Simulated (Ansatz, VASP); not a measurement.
**One calculation of CO2, two programs**

File INCAR:

```
SYSTEM = CO2
  PREC = Accurate
  ENCUT = 520
  EDIFF = 1E-7
  ISMEAR = 0
  SIGMA = 0.05
  LREAL = .False.
  LASPH = .True.
  NELM = 100
  ALGO = Normal
  ISIF = 2
  LWAVE = .False.
  LCHARG = .False.
  GGA = PE
  NBANDS = 44
```

File KPOINTS:

```
regular mesh
0
Gamma
  4 4 4
  0 0 0
```

Contents of POSCAR:

```
CO2
1.0
    6.1635454701      0.0000000000      0.0000000000
    0.0000000000      6.1635454701      0.0000000000
    0.0000000000      0.0000000000      6.7879126262
C O
4 8
Direct
    0.0000000000      0.0000000000      0.0000000000
    0.5000000000      0.0000000000      0.5000000000
    0.5000000000      0.5000000000      0.0000000000
    0.0000000000      0.5000000000      0.5000000000
    0.1114834447      0.1114834447      0.1114834447
    0.3885165553      0.8885165553      0.6114834447
    0.6114834447      0.3885165553      0.8885165553
    0.8885165553      0.6114834447      0.3885165553
    0.8885165553      0.8885165553      0.8885165553
    0.6114834447      0.1114834447      0.3885165553
    0.3885165553      0.6114834447      0.1114834447
    0.1114834447      0.3885165553      0.6114834447
```

Input for Ansatz:

```yaml
crystal:
  lattice:
    - [6.1635454701, 0.0, 0.0]
    - [0.0, 6.1635454701, 0.0]
    - [0.0, 0.0, 6.7879126262]
  atoms:
    - { symbol: C, position: [0.0, 0.0, 0.0] }
    - { symbol: C, position: [0.5, 0.0, 0.5] }
    - { symbol: C, position: [0.5, 0.5, 0.0] }
    - { symbol: C, position: [0.0, 0.5, 0.5] }
    - { symbol: O, position: [0.1114834447, 0.1114834447, 0.1114834447] }
    - { symbol: O, position: [0.3885165553, 0.8885165553, 0.6114834447] }
    - { symbol: O, position: [0.6114834447, 0.3885165553, 0.8885165553] }
    - { symbol: O, position: [0.8885165553, 0.6114834447, 0.3885165553] }
    - { symbol: O, position: [0.8885165553, 0.8885165553, 0.8885165553] }
    - { symbol: O, position: [0.6114834447, 0.1114834447, 0.3885165553] }
    - { symbol: O, position: [0.3885165553, 0.6114834447, 0.1114834447] }
    - { symbol: O, position: [0.1114834447, 0.3885165553, 0.6114834447] }
basis:
  ecutwfc: 520.0
kpoints:
  mp_grid: { grid: [4, 4, 4] }
hamiltonian:
  xc: pbe
scf:
  occupations: { method: gaussian, width: 0.05 }
output:
  forces: true
  stress: true
  eigenvalues: true
```

Alike in both runs: task single point; functional PBE; k mesh 4 × 4 × 4; occupations gaussian, width 0.05 eV; no spin polarisation.

|  | VASP | Ansatz |
| --- | --- | --- |
| version | VASP 6.6.1 | Ansatz 0.2.0 |
| potentials or method | VASP PAW PBE potentials, release 64 (C, O), cutoff 520 eV | scalar-relativistic, plane waves, PAW |
| valence electrons in the cell | 64 | 64 |

Ansatz gave:

- gap on the k mesh at the Fermi level (eV): 6.11
- least direct gap on the mesh (eV): 6.11
- pressure (GPa): -10.5
- traceless stress, the component that is largest in VASP (GPa): -1.49
- rms of the force components (eV/Å): 2.401

Problem. What did VASP give for the same quantities?

Solution. gap on the k mesh at the Fermi level (eV): 6.09; least direct gap on the mesh (eV): 6.09; pressure (GPa): -9.8; traceless stress, the component that is largest in VASP (GPa): -1.38; rms of the force components (eV/Å): 2.202.

Atom by atom the forces differ by 0.199 eV/Å (rms over components). The functional is the same, so the differences come from potentials, cutoffs and numerics.

Noted on VASP's run: the standard files for N, O and F lose accuracy on very short bonds.
